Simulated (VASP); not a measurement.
Crystal: C.

```
C
1.0
     1.21430    0.70108    3.28178
    -1.21430    0.70108    3.28178
     0.00000   -1.40215    3.28178
C
2
Direct
  0.16657 0.16657 0.16657
  0.83343 0.83343 0.83343
```

This cell differs from its parent crystal: volume scaled by 0.98.

| Quantity | Value |
| --- | --- |
| Program | VASP 6.6.1 |
| Task | relaxation of shape and atoms at fixed volume |
| Functional | LDA |
| Potentials or basis | VASP PAW LDA potentials, release 64 (C) |
| Cutoff | 600 eV |
| k mesh | 12 × 12 × 12 |
| Occupations | gaussian, width 0.01 eV |
| Spin | no spin polarisation |

At the start: pressure 6.5 GPa; volume 8.38 Å³/atom.

Question: How do energy, volume and symmetry change on relaxing?

Answer: Over 7 steps the energy falls by 3.6 meV/atom; space group R-3m (No. 166, to 0.05 Å).

Step by step:
```csv
step,energy change (eV),largest force (eV/Å),pressure (GPa),volume (Å³)
1,0.0000,0.0015,6.51,16.76
2,-0.0069,0.0059,-0.94,16.76
3,-0.0073,0.0049,0.40,16.76
4,-0.0073,0.0050,0.28,16.76
5,-0.0073,0.0031,0.40,16.76
6,-0.0073,0.0015,0.37,16.76
7,-0.0073,0.0002,0.35,16.76
```

Final structure:
```
CELL_PARAMETERS angstrom
1.22279 0.70598 3.23638
-1.22279 0.70598 3.23638
0.00000 -1.41195 3.23638
ATOMIC_POSITIONS crystal
C 0.16655 0.16655 0.16655
C 0.83345 0.83345 0.83345
```

Caveat: the cell differs from its parent crystal (volume scaled by 0.98).
